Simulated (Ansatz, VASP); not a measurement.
## One calculation of MnHg, two programs

```xyz
2
Lattice="3.3237 0.0000 0.0000 0.0000 3.3237 0.0000 0.0000 0.0000 3.3237" Properties=species:S:1:pos:R:3 pbc="T T T"
Mn    1.6618    1.6618    1.6618
Hg    0.0000    0.0000    0.0000
```

Alike in both runs: task single point; functional PBE; k mesh 12 × 12 × 12; occupations fermi-dirac, width 0.05 eV; collinear spin.

```csv
,VASP,Ansatz
version,VASP 6.6.1,Ansatz 0.2.0
potentials or method,"VASP PAW PBE potentials, release 64 (Mn_pv, Hg)","norm-conserving pseudopotentials, scalar-relativistic"
plane-wave cutoff (eV),520,1306
valence electrons in the cell,25,35
```

Ansatz gave:

- pressure (GPa): 0.0
- net moment per atom (μB): 1.96
- size of the moment on the site where the two differ most (μB): 3.90

**Question.** What did VASP give for the same quantities?

**Answer.** Pressure (GPa): 0.4; net moment per atom (μB): 1.97; size of the moment on the site where the two differ most (μB): 3.85.

Site moments also hang on the region over which each program counts them. VASP's potentials hold 25 valence electrons a cell and Ansatz's 35, so a difference there can come from the potentials and not from the codes.

Spin-orbit coupling is off throughout.
